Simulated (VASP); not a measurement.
# BP (F-43m) in VASP: relaxation of cell and atoms with PBEsol

Aim: the relaxation of cell and atoms of BP with PBEsol.

Everything below comes from runs of VASP 6.6.1. Logs are shortened: lines on timing, memory, paths and dates and some standing lists are left out, and cuts for length are marked.

## 1. The cell of the first run

Symmetry: F-43m, No. 216, cubic system. The conventional cell has a = 4.538 Å, b = 4.538 Å, c = 4.538 Å, α = 90.00°, β = 90.00°, γ = 90.00°. Within 2.6 Å of B (site symmetry -43m) lie 4 P at 1.97 Å. Within 2.6 Å of P (site symmetry -43m) lie 4 B at 1.97 Å.

## 2. Relaxation of cell and atoms, PBEsol

File INCAR:

```
ALGO = Normal
EDIFF = 1E-6
EDIFFG = -0.002
ENCUT = 600
GGA = PS
IBRION = 2
ISIF = 3
ISMEAR = -1
LASPH = True
LCHARG = False
LREAL = False
LWAVE = False
NELM = 60
NSW = 100
PREC = Accurate
SIGMA = 0.08
```

File KPOINTS:

```
k-points
0
Gamma
  12 12 12
```

File POSCAR:

```
BP
1.0
    2.2690000000      2.2690000000      0.0000000000
   -2.2690000000      2.2690000000      0.0000000000
    0.0000000000      2.2690000000      2.2690000000
B P
1 1
Direct
    0.0000000000      0.0000000000      0.0000000000
    0.7500000000      0.2500000000      0.5000000000
```

Potentials or basis: VASP PAW PBE potentials, release 64 (B, P).

On the command line:

```
$ cat potpaw_PBE.64/B/POTCAR potpaw_PBE.64/P/POTCAR > POTCAR
$ mpirun -np 1 vasp_std > vasp.out
```

OUTCAR:

```text
EDIFF = 1E-6
   EDIFFG = -0.002
   ENCUT = 600
   GGA = PS
   IBRION = 2
   ISIF = 3
   ISMEAR = -1
   LASPH = True
   LREAL = False
   NELM = 60
   NSW = 100
   PREC = Accurate

 ion  position               nearest neighbor table
   1  0.000  0.000  0.000-   2 1.97   2 1.97   2 1.97   2 1.97
   2  0.750  0.250  0.500-   1 1.97   1 1.97   1 1.97   1 1.97

  LATTYP: Found a face centered cubic cell.
 ALAT       =     4.5380000000

  Lattice vectors:

 A1 = (   0.0000000000,   2.2690000000,   2.2690000000)
 A2 = (   2.2690000000,   0.0000000000,   2.2690000000)
 A3 = (   2.2690000000,   2.2690000000,   0.0000000000)

Analysis of symmetry for initial positions (statically):
=====================================================================
 Subroutine PRICEL returns:
 Original cell was already a primitive cell.

 Routine SETGRP: Setting up the symmetry group for a
 face centered cubic supercell.

 Subroutine GETGRP returns: Found 24 space group operations
 (whereof 24 operations were pure point group operations)
 out of a pool of 48 trial point group operations.

The static configuration has the point symmetry T_d .

Analysis of symmetry for dynamics (positions and initial velocities):
=====================================================================
 Subroutine PRICEL returns:
 Original cell was already a primitive cell.

 Routine SETGRP: Setting up the symmetry group for a
 face centered cubic supercell.

 Subroutine GETGRP returns: Found 24 space group operations
 (whereof 24 operations were pure point group operations)
 out of a pool of 48 trial point group operations.

The dynamic configuration has the point symmetry T_d .

 Subroutine INISYM returns: Found 24 space group operations
 (whereof 24 operations are pure point group operations),
 and found     1 'primitive' translations

----------------------------------------------------------------------------------------

                                     Primitive cell

  volume of cell :      23.3633

  direct lattice vectors                    reciprocal lattice vectors
     2.269000000  2.269000000  0.000000000     0.220361393  0.220361393 -0.220361393
    -2.269000000  2.269000000  0.000000000    -0.220361393  0.220361393 -0.220361393
     0.000000000  2.269000000  2.269000000     0.000000000  0.000000000  0.440722785

  length of vectors
     3.208850573  3.208850573  3.208850573     0.381677128  0.381677128  0.440722785

  position of ions in fractional coordinates (direct lattice)
     0.000000000  0.000000000  0.000000000
     0.750000000  0.250000000  0.500000000

  ion indices of the primitive-cell ions
   primitive index   ion index
                 1           1
                 2           2

----------------------------------------------------------------------------------------

 KPOINTS: k-points

Automatic generation of k-mesh.
 Grid dimensions read from file:
 generate k-points for:   12   12   12

 Generating k-lattice:

  Cartesian coordinates                     Fractional coordinates (reciprocal lattice)
     0.018363449  0.018363449 -0.018363449     0.083333333  0.000000000  0.000000000
    -0.018363449  0.018363449 -0.018363449     0.000000000  0.083333333  0.000000000
     0.000000000  0.000000000  0.036726899     0.000000000  0.000000000  0.083333333

  Length of vectors
     0.031806427  0.031806427  0.036726899

  Shift w.r.t. Gamma in fractional coordinates (k-lattice)
     0.000000000  0.000000000  0.000000000

 Subroutine IBZKPT returns following result:
 ===========================================

 Found     72 irreducible k-points:

 Following reciprocal coordinates:
            Coordinates               Weight
  0.000000  0.000000  0.000000      1.000000
  0.083333  0.000000  0.000000      8.000000
  0.166667  0.000000  0.000000      8.000000
  0.250000  0.000000  0.000000      8.000000
  0.333333  0.000000  0.000000      8.000000
  0.416667  0.000000  0.000000      8.000000
[... 16 lines left out ...]
  0.500000  0.166667  0.000000     24.000000
 -0.416667  0.166667  0.000000     24.000000
 [... further k-points ...]
   k-points           NKPTS =     72   k-points in BZ     NKDIM =     72   number of bands    NBANDS=      8
   number of dos      NEDOS =    301   number of ions     NIONS =      2
   total plane-waves  NPLWV =  21952
   dimension x,y,z NGX =    28 NGY =   28 NGZ =   28
   dimension x,y,z NGXF=    56 NGYF=   56 NGZF=   56
   ions per type =               1   1
   NGX,Y,Z   is equivalent  to a cutoff of  14.51, 14.51, 14.51 a.u.
   NGXF,Y,Z  is equivalent  to a cutoff of  29.01, 29.01, 29.01 a.u.
 SYSTEM =  unknown system
   PREC   = accura    normal or accurate (medium, high low for compatibility)
   ISTART =      0    job   : 0-new  1-cont  2-samecut
   ICHARG =      2    charge: 1-file 2-atom 10-const
   ISPIN  =      1    spin polarized calculation?
   LNONCOLLINEAR =      F non collinear calculations
   LSORBIT =      F    spin-orbit coupling
   LASPH  =      T    aspherical Exc in radial PAW
   ENCUT  =  600.0 eV  44.10 Ry    6.64 a.u.   6.41  6.41  6.41*2*pi/ulx,y,z
   NELM   =     60;   NELMIN=  2; NELMDL= -5     # of ELM steps
   EDIFF  = 0.1E-05   stopping-criterion for ELM
   LREAL  =      F    real-space projection
   EDIFFG = -.2E-02   stopping-criterion for IOM
   NSW    =    100    number of steps for IOM
   IBRION =      2    ionic relax: 0-MD 1-quasi-New 2-CG
   NFREE  =      1    steps in history (QN), initial steepest desc. (CG)
   ISIF   =      3    stress and relaxation
   ISYM   =      2    0-nonsym 1-usesym 2-fastsym
   POTIM  = 0.5000    time-step for ionic-motion
   TEBEG  =    0.0;   TEEND  =   0.0 temperature during run
   PSTRESS=    0.0 pullay stress
   NELECT =       8.0000    total number of electrons
   NUPDOWN=      -1.0000    fix difference up-down
   EMIN   =  10.00;   EMAX   =-10.00  energy-range for DOS
   EFERMI =   0.00;   METHOD = LEGACY
   ISMEAR =    -1;   SIGMA  =   0.08  broadening in eV -4-tet -1-fermi 0-gaus
   EFERMI_NEDOS =   21; number of points for ismear=-14 and -15
   IALGO  =     38    algorithm
   IMIX   =      4    mixing-type and parameters
     AMIX     =   0.40;   BMIX     =  1.00
     AMIX_MAG =   1.60;   BMIX_MAG =  1.00
  volume/ion in A,a.u.               =      11.68        78.83
  Fermi-wavevector in a.u.,A,eV,Ry     =   1.145320  2.164342 17.847562  1.311759
  Thomas-Fermi vector in A             =   2.282009
   LORBIT       =      0    0 simple, 1 ext, 2 COOP (PROOUT), +10 PAW based schemes
   GGA     = PS    functional components
   LHFCALC =     F    Hartree Fock is set to
   AEXX    =    0.0000 exact exchange contribution
   IVDW    =     0    specifies the selected vdW correction
   LEPSILON=     F    determine dielectric tensor
   LRPA    =     F    only Hartree local field effects (RPA)
 conjugate gradient relaxation of ions
 non-spin polarized calculation
  energy-cutoff  :      600.00
  volume of cell :       23.36
 maximum number of plane-waves:       797
 NGX is ok and might be reduce to    28
   NGX = 13   NGY = 13   NGZ = 13

--------------------------------------- Ionic step        1  -------------------------------------------

 number of electron       8.0000000 magnetization

 Free energy of the ion-electron system (eV)
  ---------------------------------------------------
  ext. energy  EPLUGINS =         0.00000000
  ---------------------------------------------------
  free energy    TOTEN  =       -13.67413403 eV

  energy without entropy =      -13.67412407  energy(sigma->0) =      -13.67412905

------------------------ aborting loop because EDIFF is reached ----------------------------------------

  FORCE on cell =-STRESS in cart. coord.  units (eV):
  Direction    XX          YY          ZZ          XY          YZ          ZX
  --------------------------------------------------------------------------------------
  -------------------------------------------------------------------------------------
  Total       -0.2704911     -0.2704911     -0.2704911      0.0000000      0.0000000      0.0000000
  in kB      -18.5494108    -18.5494108    -18.5494108      0.0000000      0.0000000      0.0000000
  external PRESSURE =     -18.5494108 kB  Pullay stress =       0.0000000 kB
[... 57 lines left out ...]
  energy  without entropy=      -13.6747727723  energy(sigma->0) =      -13.67477854

--------------------------------------- Ionic step        3  -------------------------------------------

 number of electron       8.0000000 magnetization

 Free energy of the ion-electron system (eV)
  ---------------------------------------------------
  ext. energy  EPLUGINS =         0.00000000
  ---------------------------------------------------
  free energy    TOTEN  =       -13.67565688 eV

  energy without entropy =      -13.67564606  energy(sigma->0) =      -13.67565147

 E-fermi :   8.0738     XC(G=0): -11.0931

 val. band max:        7.5378029864   @ k =   0.0000   0.0000   0.0000
 cond. band min:       8.6480087447   @ k =  -0.4167   0.4167   0.0000
 fundamental gap:      1.1102057583
 Fermi energy:         8.0737927947

 k-point     1 :       0.0000    0.0000    0.0000
  band No.  band energies     occupation
      1      -8.0602      2.00000
      2       7.5378      1.99754
      3       7.5378      1.99754
      4       7.5378      1.99754
      5      10.9114      0.00000
      6      10.9114      0.00000
      7      10.9114      0.00000
      8      15.0511      0.00000
[... 243 lines left out ...]
 k-point    24 :      -0.4167    0.1667    0.0000
  band No.  band energies     occupation
      1      -5.3830      2.00000
      2       0.4298      2.00000
      3       4.3916      2.00000
      4       4.8381      2.00000
      5      10.6036      0.00000
      6      13.9950      0.00000
      7      14.3179      0.00000
      8      14.8428      0.00000

 [... further k-points ...]
[... 5 lines left out ...]
  --------------------------------------------------------------------------------------
  -------------------------------------------------------------------------------------
  Total        0.0005777      0.0005777      0.0005777      0.0000000      0.0000000      0.0000000
  in kB        0.0400656      0.0400656      0.0400656      0.0000000      0.0000000      0.0000000
  external PRESSURE =       0.0400656 kB  Pullay stress =       0.0000000 kB
[... 17 lines left out ...]
  FREE ENERGIE OF THE ION-ELECTRON SYSTEM (eV)
  ---------------------------------------------------
  free  energy   TOTEN  =       -13.6756568832 eV

  energy  without entropy=      -13.6756460615  energy(sigma->0) =      -13.67565147

 reached required accuracy - stopping structural energy minimisation
```

Run time: 45 s. Hardware: 1 thread of AMD EPYC 7R43 (Zen 3), shared host; peak memory 0.12 GiB.

What came out:

```yaml
Free_energy: -13.6757 eV
Relaxed_volume: 11.55 Å³/atom
Relaxed_cell: a = 3.197 Å, b = 3.197 Å, c = 3.197 Å, α = 60.00°, β = 60.00°, γ = 90.00°
Space_group_after_relaxing_to_0.05_Å: F-43m (No. 216)
Energy_gained_by_relaxing: 0.8 meV/atom
Ionic_steps: 3
Pressure_after_relaxing: 0.0 GPa
Band_gap_on_the_k_mesh: 1.11 eV, indirect (least direct gap 3.37 eV)
```

The path:
| step | energy change (eV) | largest force (eV/Å) | pressure (GPa) | volume (Å³) |
| --- | --- | --- | --- | --- |
| 1 | 0.0000 | 0.0000 | -1.85 | 23.36 |
| 2 | -0.0007 | 0.0000 | 1.45 | 22.91 |
| 3 | -0.0015 | 0.0000 | 0.00 | 23.10 |

Final structure:
```cif
data_structure
_symmetry_space_group_name_H-M 'P 1'
_symmetry_Int_Tables_number 1
_cell_length_a 3.1969
_cell_length_b 3.1969
_cell_length_c 3.1969
_cell_angle_alpha 60.000
_cell_angle_beta 60.000
_cell_angle_gamma 90.000
_cell_volume 23.10
loop_
_atom_site_label
_atom_site_type_symbol
_atom_site_fract_x
_atom_site_fract_y
_atom_site_fract_z
_atom_site_occupancy
B1 B 0.00000 0.00000 0.00000 1
P1 P 0.75000 0.25000 0.50000 1
```

Caveat: the PAW data sets were made with another functional, which shifts forces and pressure a little. A k mesh can miss the band edges.
